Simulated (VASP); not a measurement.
# SiC (P6_3mc) in VASP: a series of runs, part 2 of 2

VASP 6.6.1.

## (3) Single point, PBE

The input, INCAR:

```
SYSTEM = SiC
ALGO = Normal ; EDIFF = 1E-6
ENCUT = 520 ; GGA = PE
ISIF = 2 ; ISMEAR = 0
LASPH = .TRUE. ; LCHARG = .FALSE.
LREAL = .FALSE. ; LWAVE = .FALSE.
NBANDS = 16 ; NELM = 80
PREC = Accurate ; SIGMA = 0.05
```

The input, KPOINTS:

```
k-points
0
G
  12 12 6
  0 0 0
```

The input, POSCAR:

```
SiC
1.0
    3.0920366030      0.0000000000      0.0000000000
   -1.5460183015      2.6777822476      0.0000000000
    0.0000000000      0.0000000000      5.0738984874
Si C
2 2
Direct
    0.3333333333      0.6666666667      0.0045639005
    0.6666666667      0.3333333333      0.5045639005
    0.3333333333      0.6666666667      0.3804360995
    0.6666666667      0.3333333333      0.8804360995
```

Potentials or basis: VASP PAW PBE potentials, release 64 (Si, C).

Started as:

```sh
$ cat potpaw_PBE.64/Si/POTCAR potpaw_PBE.64/C/POTCAR > POTCAR
$ mpirun -np 1 vasp_std > vasp.out
```

OUTCAR:

```text
SYSTEM = SiC
   EDIFF = 1E-6
   ENCUT = 520
   GGA = PE
   ISIF = 2
   ISMEAR = 0
   LASPH = .TRUE.
   LREAL = .FALSE.
   NELM = 80
   PREC = Accurate

 ion  position               nearest neighbor table
   1  0.333  0.667  0.005-   4 1.89   4 1.89   4 1.89   3 1.91   2 3.10   2 3.10   2 3.10   2 3.10
                             2 3.10   2 3.10
   2  0.667  0.333  0.505-   3 1.89   3 1.89   3 1.89   4 1.91   1 3.10   1 3.10   1 3.10   1 3.10
                             1 3.10   1 3.10
[... 663 lines left out ...]
  --------------------------------------------------------------------------------------
  -------------------------------------------------------------------------------------
  Total       -0.0165697     -0.0165697     -0.0024297     -0.0000000      0.0000000     -0.0000000
  in kB       -0.6319221     -0.6319221     -0.0926639     -0.0000000      0.0000000     -0.0000000
  external PRESSURE =      -0.4521694 kB  Pullay stress =       0.0000000 kB

 VOLUME and BASIS-vectors are now :
 -----------------------------------------------------------------------------
  energy-cutoff  :      520.00
  volume of cell :       42.01
      direct lattice vectors                 reciprocal lattice vectors
     3.092036603  0.000000000  0.000000000     0.323411437  0.186721680  0.000000000
    -1.546018301  2.677782248  0.000000000     0.000000000  0.373443360  0.000000000
     0.000000000  0.000000000  5.073898487     0.000000000  0.000000000  0.197087112

 POSITION                                       TOTAL-FORCE (eV/Angst)
 -----------------------------------------------------------------------------------
     -0.00000      1.78519      0.02316         0.000000     -0.000000      0.002388
      1.54602      0.89259      2.56011        -0.000000      0.000000      0.002388
     -0.00000      1.78519      1.93029        -0.000000     -0.000000     -0.002388
      1.54602      0.89259      4.46724         0.000000      0.000000     -0.002388
 -----------------------------------------------------------------------------------
    total drift:                               -0.000000      0.000000      0.000509

  FREE ENERGIE OF THE ION-ELECTRON SYSTEM (eV)
  ---------------------------------------------------
  free  energy   TOTEN  =       -30.1102634498 eV

  energy  without entropy=      -30.1102634498  energy(sigma->0) =      -30.11026345
```

stdout:

```text
POSCAR found type information on POSCAR SiC
 POSCAR found :  2 types and       4 ions
 scaLAPACK will be used
 LDA part: xc-table for (Slater+PW92), standard interpolation
 POSCAR, INCAR and KPOINTS ok, starting setup
 FFT: planning ... GRIDC
 FFT: planning ... GRID_SOFT
 FFT: planning ... GRID
 WAVECAR not read
 entering main loop
```

Run time: 16 s. Hardware: 1 thread of Intel Xeon 6975P-C (Granite Rapids), shared host; peak memory 0.17 GiB.

Results:

```yaml
Free_energy: -30.1103 eV
Pressure: 0.0 GPa
Band_gap_on_the_k_mesh: 2.31 eV, indirect (least direct gap 3.94 eV)
```

Forces in eV/Å, atoms in the order of the input:
```
Si   0.000  0.000  0.002
Si   0.000  0.000  0.002
C    0.000  0.000 -0.002
C    0.000  0.000 -0.002
```

Levels at points of the mesh, in eV from the valence-band top:
```
           k point  band 4  band 5  band 6  band 7  band 8  band 9  band 10  band 11  band 12  band 13
(0.00, 0.00, 0.00)   -1.31   -1.31   -0.11    0.00    0.00    4.67     6.05     6.57     6.57     7.62
(0.50, 0.00, 0.00)   -6.25   -5.37   -3.29   -3.24   -1.19    2.75     4.21     6.76     7.07     9.91
(0.00, 0.00, 0.50)   -4.41   -0.71   -0.71   -0.71   -0.71    5.76     5.76     7.27     7.27     7.27
(0.50, 0.00, 0.50)   -8.19   -2.42   -2.42   -2.31   -2.31    3.25     3.25     5.19     5.19    10.26
```

A k mesh can miss the band edges. As with any semilocal functional, this PBE gap is likely too small.

## (4) Relaxation of cell and atoms, PBE

The input, INCAR:

```
SYSTEM = SiC
PREC = Accurate ; ENCUT = 600
EDIFF = 1E-7 ; ISMEAR = 0
SIGMA = 0.02 ; LREAL = .FALSE.
LASPH = .TRUE. ; NELM = 80
ALGO = Normal ; ISIF = 3
LWAVE = .FALSE. ; LCHARG = .FALSE.
GGA = PE ; IBRION = 2
NSW = 100 ; EDIFFG = -0.005
```

The input, KPOINTS:

```
regular mesh
0
G
  12 12 6
  0 0 0
```

The input, POSCAR:

```
SiC
1.0
    3.0916404561      0.0000000000      0.0000000000
   -1.5458202281      2.6774391744      0.0000000000
    0.0000000000      0.0000000000      5.0754645532
Si C
2 2
Direct
    0.3333333333      0.6666666667      0.0046060329
    0.6666666667      0.3333333333      0.5046060329
    0.3333333333      0.6666666667      0.3803939671
    0.6666666667      0.3333333333      0.8803939671
```

Started as:

```sh
$ cat potpaw_PBE.64/Si/POTCAR potpaw_PBE.64/C/POTCAR > POTCAR
$ mpirun -np 1 vasp_std > vasp.out
```

Run time: 41 s. Hardware: 1 thread of Intel Xeon 6975P-C (Granite Rapids), shared host; peak memory 0.19 GiB.

Results (log left out):

```yaml
Free_energy: -30.1130 eV
Relaxed_volume: 10.49 Å³/atom
Relaxed_cell: a = 3.091 Å, b = 3.091 Å, c = 5.073 Å, α = 90.00°, β = 90.00°, γ = 120.00°
Space_group_after_relaxing_to_0.05_Å: P6_3mc (No. 186)
Energy_gained_by_relaxing: 0.0 meV/atom
Ionic_steps: 3
Pressure_after_relaxing: 0.0 GPa
Band_gap_on_the_k_mesh: 2.30 eV, indirect (least direct gap 3.94 eV)
```

Forces on the atoms (eV/Å):
```
Si   0.000  0.000 -0.002
Si   0.000  0.000 -0.002
C    0.000  0.000  0.002
C    0.000  0.000  0.002
```

Final structure:
```yaml
crystal:
  lattice:
    - [3.09088, 0.00000, 0.00000]
    - [-1.54544, 2.67678, 0.00000]
    - [0.00000, 0.00000, 5.07302]
  atoms:
    - { symbol: Si, position: [0.33333, 0.66667, 0.00460] }
    - { symbol: Si, position: [0.66667, 0.33333, 0.50460] }
    - { symbol: C, position: [0.33333, 0.66667, 0.38040] }
    - { symbol: C, position: [0.66667, 0.33333, 0.88040] }
```

Levels at points of the mesh, in eV from the valence-band top:
| k point | band 4 | band 5 | band 6 | band 7 | band 8 | band 9 | band 10 | band 11 | band 12 |
| --- | --- | --- | --- | --- | --- | --- | --- | --- | --- |
| (0.00, 0.00, 0.00) | -1.31 | -1.31 | -0.11 | 0.00 | 0.00 | 4.68 | 6.05 | 6.58 | 6.58 |
| (0.50, 0.00, 0.00) | -6.26 | -5.38 | -3.29 | -3.24 | -1.19 | 2.75 | 4.21 | 6.77 | 7.07 |
| (0.00, 0.00, 0.50) | -4.41 | -0.71 | -0.71 | -0.71 | -0.71 | 5.77 | 5.77 | 7.27 | 7.27 |
| (0.50, 0.00, 0.50) | -8.19 | -2.42 | -2.42 | -2.31 | -2.31 | 3.25 | 3.25 | 5.19 | 5.19 |

## (5) Summary

| task | cell | cutoff (eV) | smearing | gap on the mesh (eV) | pressure (GPa) |
| --- | --- | --- | --- | --- | --- |
| single point | a = 3.092, b = 3.092, c = 5.074 Å, angles 90.0, 90.0, 120.0°, 4 atoms | 520 | gaussian 0.02 eV | 2.31 | 0.0 |
| single point | a = 3.092, b = 3.092, c = 5.074 Å, angles 90.0, 90.0, 120.0°, 4 atoms | 520 | gaussian 0.05 eV | 2.31 | 0.0 |
| relaxation of cell and atoms | relaxed from a = 3.092, b = 3.092, c = 5.075 Å, angles 90.0, 90.0, 120.0°, 4 atoms | 600 | gaussian 0.02 eV | 2.30 | 0.0 |

Alike in all rows: level PBE; potentials or basis VASP PAW PBE potentials, release 64 (Si, C); no spin polarisation; k mesh 12 × 12 × 6.

Total energies depend on the potentials used, so only differences within one code and one set of settings carry meaning.
